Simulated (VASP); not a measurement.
# P (P4/mbm) in VASP: notebook

P is run at these levels: PBE; tasks: relaxation of cell and atoms.

Program: VASP 6.6.1. These are calculated values, not measurements. Logs are shortened: lines on timing, memory, paths and dates and some standing lists are left out, and cuts for length are marked.

### Step 1. The cell of the first run

Symmetry: P4/mbm, No. 127, tetragonal system. Conventional cell: a = 5.637 Å, b = 5.637 Å, c = 2.234 Å, α = 90.00°, β = 90.00°, γ = 90.00°. Within 2.9 Å of P (site symmetry 4/m) lie 6 P at 2.19 to 2.23 Å. P (site symmetry m2m) has 5 P at 2.18 to 2.23 Å within 2.9 Å.

### Step 2. Relaxation of cell and atoms, PBE

INCAR

```
SYSTEM = P
  PREC = Accurate
  ENCUT = 600
  EDIFF = 1E-6
  ISMEAR = 0
  SIGMA = 0.1
  LREAL = .False.
  LASPH = .True.
  NELM = 80
  ALGO = Normal
  ISIF = 3
  LWAVE = .False.
  LCHARG = .False.
  GGA = PE
  IBRION = 2
  NSW = 90
  EDIFFG = -0.04
```

KPOINTS

```
regular mesh
0
Gamma
  4 4 8
  0 0 0
```

POSCAR

```
P
1.0
    5.6366924400      0.0000000000      0.0000000000
    0.0000000000      5.6366924400      0.0000000000
    0.0000000000      0.0000000000      2.2339814700
P
6
Direct
    0.5000000000      0.5000000000      0.0000000000
    0.0000000000      0.0000000000      0.0000000000
    0.8631799800      0.6368200200      0.0000000000
    0.1368200200      0.3631799800      0.0000000000
    0.6368200200      0.1368200200      0.0000000000
    0.3631799800      0.8631799800      0.0000000000
```

Potentials or basis: VASP PAW PBE potentials, release 64 (P).

Run with:

```console
> cat potpaw_PBE.64/P/POTCAR > POTCAR
> mpirun -np 1 vasp_std > vasp.out
```

OUTCAR:

```text
SYSTEM = P
   PREC = Accurate
   ENCUT = 600
   EDIFF = 1E-6
   ISMEAR = 0
   LREAL = .False.
   LASPH = .True.
   NELM = 80
   ISIF = 3
   GGA = PE
   IBRION = 2
   NSW = 90
   EDIFFG = -0.04

 ion  position               nearest neighbor table
   1  0.500  0.500  0.000-   3 2.19   4 2.19   5 2.19   6 2.19
   2  0.000  0.000  0.000-   3 2.19   4 2.19   5 2.19   6 2.19
   3  0.863  0.637  0.000-   4 2.18   2 2.19   1 2.19
   4  0.137  0.363  0.000-   3 2.18   2 2.19   1 2.19
   5  0.637  0.137  0.000-   6 2.18   2 2.19   1 2.19
   6  0.363  0.863  0.000-   5 2.18   2 2.19   1 2.19

  LATTYP: Found a simple tetragonal cell.
 ALAT       =     5.6366924400
 C/A-ratio  =     0.3963284309

  Lattice vectors:

 A1 = (   5.6366924400,   0.0000000000,   0.0000000000)
 A2 = (   0.0000000000,   5.6366924400,   0.0000000000)
 A3 = (   0.0000000000,   0.0000000000,   2.2339814700)

Analysis of symmetry for initial positions (statically):
=====================================================================
 Subroutine PRICEL returns:
 Original cell was already a primitive cell.

 Routine SETGRP: Setting up the symmetry group for a
 simple tetragonal supercell.

 Subroutine GETGRP returns: Found 16 space group operations
 (whereof  8 operations were pure point group operations)
 out of a pool of 16 trial point group operations.

The static configuration has the point symmetry C_4h.
 The point group associated with its full space group is D_4h.

Analysis of symmetry for dynamics (positions and initial velocities):
=====================================================================
 Subroutine PRICEL returns:
 Original cell was already a primitive cell.

 Routine SETGRP: Setting up the symmetry group for a
 simple tetragonal supercell.

 Subroutine GETGRP returns: Found 16 space group operations
 (whereof  8 operations were pure point group operations)
 out of a pool of 16 trial point group operations.

The dynamic configuration has the point symmetry C_4h.
 The point group associated with its full space group is D_4h.

 Subroutine INISYM returns: Found 16 space group operations
 (whereof  8 operations are pure point group operations),
 and found     1 'primitive' translations

----------------------------------------------------------------------------------------

                                     Primitive cell

  volume of cell :      70.9787

  direct lattice vectors                    reciprocal lattice vectors
     5.636692440  0.000000000  0.000000000     0.177409005  0.000000000  0.000000000
     0.000000000  5.636692440  0.000000000     0.000000000  0.177409005  0.000000000
     0.000000000  0.000000000  2.233981470     0.000000000  0.000000000  0.447631287

  length of vectors
     5.636692440  5.636692440  2.233981470     0.177409005  0.177409005  0.447631287

  position of ions in fractional coordinates (direct lattice)
     0.500000000  0.500000000  0.000000000
     0.000000000  0.000000000  0.000000000
     0.863179980  0.636820020  0.000000000
     0.136820020  0.363179980  0.000000000
     0.636820020  0.136820020  0.000000000
     0.363179980  0.863179980  0.000000000

  ion indices of the primitive-cell ions
   primitive index   ion index
                 1           1
                 2           2
                 3           3
                 4           4
                 5           5
                 6           6

----------------------------------------------------------------------------------------

 KPOINTS: regular mesh

Automatic generation of k-mesh.
 Grid dimensions read from file:
 generate k-points for:    4    4    8

 Generating k-lattice:

  Cartesian coordinates                     Fractional coordinates (reciprocal lattice)
     0.044352251  0.000000000  0.000000000     0.250000000  0.000000000  0.000000000
     0.000000000  0.044352251  0.000000000     0.000000000  0.250000000  0.000000000
     0.000000000  0.000000000  0.055953911     0.000000000  0.000000000  0.125000000

  Length of vectors
     0.044352251  0.044352251  0.055953911

  Shift w.r.t. Gamma in fractional coordinates (k-lattice)
     0.000000000  0.000000000  0.000000000

 Subroutine IBZKPT returns following result:
 ===========================================

 Found     30 irreducible k-points:

 Following reciprocal coordinates:
            Coordinates               Weight
  0.000000  0.000000  0.000000      1.000000
  0.250000  0.000000  0.000000      4.000000
  0.500000  0.000000  0.000000      2.000000
  0.250000  0.250000  0.000000      4.000000
  0.500000  0.250000  0.000000      4.000000
  0.500000  0.500000  0.000000      1.000000
[... 16 lines left out ...]
  0.500000  0.250000  0.375000      8.000000
  0.500000  0.500000  0.375000      2.000000
 [... further k-points ...]
   k-points           NKPTS =     30   k-points in BZ     NKDIM =     30   number of bands    NBANDS=     19
   number of dos      NEDOS =    301   number of ions     NIONS =      6
   total plane-waves  NPLWV =  41472
   dimension x,y,z NGX =    48 NGY =   48 NGZ =   18
   dimension x,y,z NGXF=    96 NGYF=   96 NGZF=   36
   ions per type =               6
   NGX,Y,Z   is equivalent  to a cutoff of  14.16, 14.16, 13.40 a.u.
   NGXF,Y,Z  is equivalent  to a cutoff of  28.31, 28.31, 26.79 a.u.
 SYSTEM =  P
   PREC   = accura    normal or accurate (medium, high low for compatibility)
   ISTART =      0    job   : 0-new  1-cont  2-samecut
   ICHARG =      2    charge: 1-file 2-atom 10-const
   ISPIN  =      1    spin polarized calculation?
   LNONCOLLINEAR =      F non collinear calculations
   LSORBIT =      F    spin-orbit coupling
   LASPH  =      T    aspherical Exc in radial PAW
   ENCUT  =  600.0 eV  44.10 Ry    6.64 a.u.  11.26 11.26  4.46*2*pi/ulx,y,z
   NELM   =     80;   NELMIN=  2; NELMDL= -5     # of ELM steps
   EDIFF  = 0.1E-05   stopping-criterion for ELM
   LREAL  =      F    real-space projection
   EDIFFG = -.4E-01   stopping-criterion for IOM
   NSW    =     90    number of steps for IOM
   IBRION =      2    ionic relax: 0-MD 1-quasi-New 2-CG
   NFREE  =      1    steps in history (QN), initial steepest desc. (CG)
   ISIF   =      3    stress and relaxation
   ISYM   =      2    0-nonsym 1-usesym 2-fastsym
   POTIM  = 0.5000    time-step for ionic-motion
   TEBEG  =    0.0;   TEEND  =   0.0 temperature during run
   PSTRESS=    0.0 pullay stress
   NELECT =      30.0000    total number of electrons
   NUPDOWN=      -1.0000    fix difference up-down
   EMIN   =  10.00;   EMAX   =-10.00  energy-range for DOS
   EFERMI =   0.00;   METHOD = LEGACY
   ISMEAR =     0;   SIGMA  =   0.10  broadening in eV -4-tet -1-fermi 0-gaus
   EFERMI_NEDOS =   21; number of points for ismear=-14 and -15
   IALGO  =     38    algorithm
   IMIX   =      4    mixing-type and parameters
     AMIX     =   0.40;   BMIX     =  1.00
     AMIX_MAG =   1.60;   BMIX_MAG =  1.00
  volume/ion in A,a.u.               =      11.83        79.83
  Fermi-wavevector in a.u.,A,eV,Ry     =   1.228587  2.321692 20.536980  1.509425
  Thomas-Fermi vector in A             =   2.363507
   LORBIT       =      0    0 simple, 1 ext, 2 COOP (PROOUT), +10 PAW based schemes
   GGA     = PE    functional components
   LHFCALC =     F    Hartree Fock is set to
   AEXX    =    0.0000 exact exchange contribution
   IVDW    =     0    specifies the selected vdW correction
   LEPSILON=     F    determine dielectric tensor
   LRPA    =     F    only Hartree local field effects (RPA)
 conjugate gradient relaxation of ions
 non-spin polarized calculation
 Gauss-broadening in eV      SIGMA  =   0.10
  energy-cutoff  :      600.00
  volume of cell :       70.98
 maximum number of plane-waves:      2394
 NGX is ok and might be reduce to    48
   NGX = 23   NGY = 23   NGZ =  9

--------------------------------------- Ionic step        1  -------------------------------------------

 number of electron      29.9999996 magnetization

 Free energy of the ion-electron system (eV)
  ---------------------------------------------------
  ext. energy  EPLUGINS =         0.00000000
  ---------------------------------------------------
  free energy    TOTEN  =       -28.49689799 eV

  energy without entropy =      -28.47774529  energy(sigma->0) =      -28.48732164

 E-fermi :  13.2228     XC(G=0): -12.1518

 val. band max:       13.2159518071   @ k =   0.5000   0.0000   0.1250
 cond. band min:      13.2628299633   @ k =   0.5000   0.2500   0.2500
 fundamental gap:      0.0468781563
 Fermi energy:        13.2227891387

 k-point     1 :       0.0000    0.0000    0.0000
  band No.  band energies     occupation
      1      -6.2259      2.00000
      2      -2.9925      2.00000
      3      -2.3416      2.00000
      4      -1.4612      2.00000
      5      -1.4612      2.00000
      6       1.1838      2.00000
[... 11 lines left out ...]
     18      15.8441      0.00000
     19      15.8983      0.00000
[... 489 lines left out ...]
      3       0.0047      2.00000
      4       0.0047      2.00000
      5       6.3498      2.00000
      6       6.3498      2.00000
[... 11 lines left out ...]
     18      13.2711      0.49413
     19      16.7295      0.00000

 [... further k-points ...]
[... 5 lines left out ...]
  --------------------------------------------------------------------------------------
  -------------------------------------------------------------------------------------
  Total       19.3273691     19.3273691     25.2254683      0.0000000      0.0000000      0.0000000
  in kB      436.2697282    436.2697282    569.4053918      0.0000000      0.0000000      0.0000000
  external PRESSURE =     480.6482827 kB  Pullay stress =       0.0000000 kB
[... 265 lines left out ...]
  energy  without entropy=      -31.2519779183  energy(sigma->0) =      -31.25740050

--------------------------------------- Ionic step        8  -------------------------------------------

 number of electron      30.0000002 magnetization

 Free energy of the ion-electron system (eV)
  ---------------------------------------------------
  ext. energy  EPLUGINS =         0.00000000
  ---------------------------------------------------
  free energy    TOTEN  =       -31.26672903 eV

  energy without entropy =      -31.25694481  energy(sigma->0) =      -31.26183692

 E-fermi :   8.8292     XC(G=0): -10.8455

 val. band max:        8.7534881949   @ k =   0.2500   0.2500   0.5000
 cond. band min:       8.8588413228   @ k =   0.5000   0.2500   0.3750
 fundamental gap:      0.1053531279
 Fermi energy:         8.8291548284

 k-point     1 :       0.0000    0.0000    0.0000
  band No.  band energies     occupation
      1      -7.4345      2.00000
      2      -4.9776      2.00000
      3      -4.7153      2.00000
      4      -3.3371      2.00000
      5      -3.3371      2.00000
      6      -2.0875      2.00000
[... 11 lines left out ...]
     18      11.8098      0.00000
     19      12.2268      0.00000
[... 489 lines left out ...]
      3      -2.9363      2.00000
      4      -2.9363      2.00000
      5       2.6478      2.00000
      6       2.6478      2.00000
[... 11 lines left out ...]
     18       8.5181      1.99999
     19      12.2960      0.00000

 [... further k-points ...]
[... 5 lines left out ...]
  --------------------------------------------------------------------------------------
  -------------------------------------------------------------------------------------
  Total        0.0218799      0.0218799      0.0562911      0.0000000     -0.0000000      0.0000000
  in kB        0.3704641      0.3704641      0.9531072      0.0000000     -0.0000000      0.0000000
  external PRESSURE =       0.5646785 kB  Pullay stress =       0.0000000 kB
[... 21 lines left out ...]
  FREE ENERGIE OF THE ION-ELECTRON SYSTEM (eV)
  ---------------------------------------------------
  free  energy   TOTEN  =       -31.2667290290 eV

  energy  without entropy=      -31.2569448149  energy(sigma->0) =      -31.26183692

 reached required accuracy - stopping structural energy minimisation
```

Run time: 2.7 min. Hardware: 1 thread of Oxide Virtual Turin-like, shared host; peak memory 0.17 GiB.

Results:

| Property | Result |
| --- | --- |
| Free energy | -31.2667 eV |
| Relaxed volume | 15.77 Å³/atom |
| Relaxed cell | a = 6.170 Å, b = 6.170 Å, c = 2.486 Å, α = 90.00°, β = 90.00°, γ = 90.00° |
| Space group after relaxing (to 0.05 Å) | P4/mbm (No. 127) |
| Energy gained by relaxing | 461.6 meV/atom |
| Ionic steps | 8 |
| Pressure after relaxing | 0.1 GPa |
| Largest force after relaxing | 0.005 eV/Å |
| Band gap on the k mesh | zero (band 15 reaches 11.32 eV, above the bottom of band 16 at 5.80 eV) |

Forces on the atoms (eV/Å):
```
P    0.000  0.000  0.000
P    0.000  0.000  0.000
P   -0.003  0.003  0.000
P    0.003 -0.003  0.000
P    0.003  0.003  0.000
P   -0.003 -0.003  0.000
```

Step by step:
```tsv
step	energy change (eV)	largest force (eV/Å)	pressure (GPa)	volume (Å³)
1	0.0000	0.5573	48.06	70.98
2	-1.7936	0.7624	-11.81	113.97
3	-2.7069	0.5792	0.38	93.65
4	-2.7076	0.5810	-0.24	94.25
5	-2.7561	0.3056	-0.13	94.46
6	-2.7651	0.1058	0.03	94.58
7	-2.7659	0.1110	0.10	94.67
8	-2.7698	0.0048	0.06	94.63
```

Final structure:
```
P
1.0
     6.17016    0.00000    0.00000
     0.00000    6.17016    0.00000
     0.00000    0.00000    2.48551
P
6
Direct
  0.50000 0.50000 0.00000
  0.00000 0.00000 0.00000
  0.87088 0.62912 0.00000
  0.12912 0.37088 0.00000
  0.62912 0.12912 0.00000
  0.37088 0.87088 0.00000
```

Caveat: the volume moved by over 15 % at a fixed basis, so the end points are rough.

### Step 3. Relaxation of cell and atoms, PBE

This run uses another cell than the first one, of 15.82 Å³/atom, 1.338 times its volume.

INCAR

```
SYSTEM = P
  PREC = Accurate
  ENCUT = 600
  EDIFF = 1E-7
  ISMEAR = 0
  SIGMA = 0.1
  LREAL = .FALSE.
  LASPH = .TRUE.
  NELM = 60
  ALGO = Normal
  ISIF = 3
  LWAVE = .FALSE.
  LCHARG = .FALSE.
  GGA = PE
  IBRION = 2
  NSW = 100
  EDIFFG = -0.01
```

KPOINTS

```
Automatic mesh
0
G
  6 6 16
  0 0 0
```

POSCAR

```
P
1.0
    6.1774038333      0.0000000000      0.0000000000
    0.0000000000      6.1774038333      0.0000000000
    0.0000000000      0.0000000000      2.4879814750
P
6
Direct
    0.5000000000      0.5000000000      0.0000000000
    0.0000000000      0.0000000000      0.0000000000
    0.8707148643      0.6292851357      0.0000000000
    0.1292851357      0.3707148643      0.0000000000
    0.6292851357      0.1292851357      0.0000000000
    0.3707148643      0.8707148643      0.0000000000
```

Potentials or basis: VASP PAW PBE potentials, release 64 (P).

Run with:

```console
> cat potpaw_PBE.64/P/POTCAR > POTCAR
> mpirun -np 1 vasp_std > vasp.out
```

Wall time 8.8 min (1 thread of Oxide Virtual Turin-like, shared host); peak memory 0.26 GiB.

Results (log left out):

```
Free energy                            : -31.1031 eV
Relaxed volume                         : 15.63 Å³/atom
Relaxed cell                           : a = 6.189 Å, b = 6.189 Å, c = 2.449 Å, α = 90.00°, β = 90.00°, γ = 90.00°
Space group after relaxing (to 0.05 Å) : P4/mbm (No. 127)
Energy gained by relaxing              : 2.9 meV/atom
Ionic steps                            : 6
Pressure after relaxing                : 0.0 GPa
Band gap on the k mesh                 : zero (band 15 reaches 11.09 eV, above the bottom of band 16 at 5.67 eV)
```

Step by step:
```
step  energy change (eV)  largest force (eV/Å)  pressure (GPa)  volume (Å³)
   1              0.0000                0.0096           -0.80        94.94
   2             -0.0171                0.0259           -0.03        93.86
   3             -0.0172                0.0241           -0.09        93.94
   4             -0.0173                0.0155            0.00        93.81
   5             -0.0173                0.0109            0.05        93.74
   6             -0.0174                0.0008           -0.01        93.79
```

Final structure:
```
P
1.0
     6.18874    0.00000    0.00000
     0.00000    6.18874    0.00000
     0.00000    0.00000    2.44866
P
6
Direct
  0.50000 0.50000 0.00000
  0.00000 0.00000 0.00000
  0.87047 0.62953 0.00000
  0.12953 0.37047 0.00000
  0.62953 0.12953 0.00000
  0.37047 0.87047 0.00000
```

Levels at points of the mesh, in eV from the Fermi level:
```
           k point  band 12  band 13  band 14  band 15  band 16  band 17  band 18  band 19
(0.00, 0.00, 0.00)    -1.52    -1.52     0.53     1.79     1.79     2.78     2.78     3.29
(0.50, 0.00, 0.00)    -3.43     0.31     0.31     0.58     0.58     4.07     4.07     5.51
(0.50, 0.50, 0.00)    -3.70     0.43     0.43     0.59     0.59     5.72     5.72     6.08
(0.00, 0.00, 0.50)    -4.36    -4.36    -4.25    -2.73     0.88     0.96     1.78     1.78
(0.50, 0.00, 0.50)    -4.14    -3.77    -3.77    -1.49    -1.49     0.56     0.56     2.21
(0.50, 0.50, 0.50)    -3.61    -3.56    -3.56    -3.31    -3.31     0.21     0.21     2.92
```
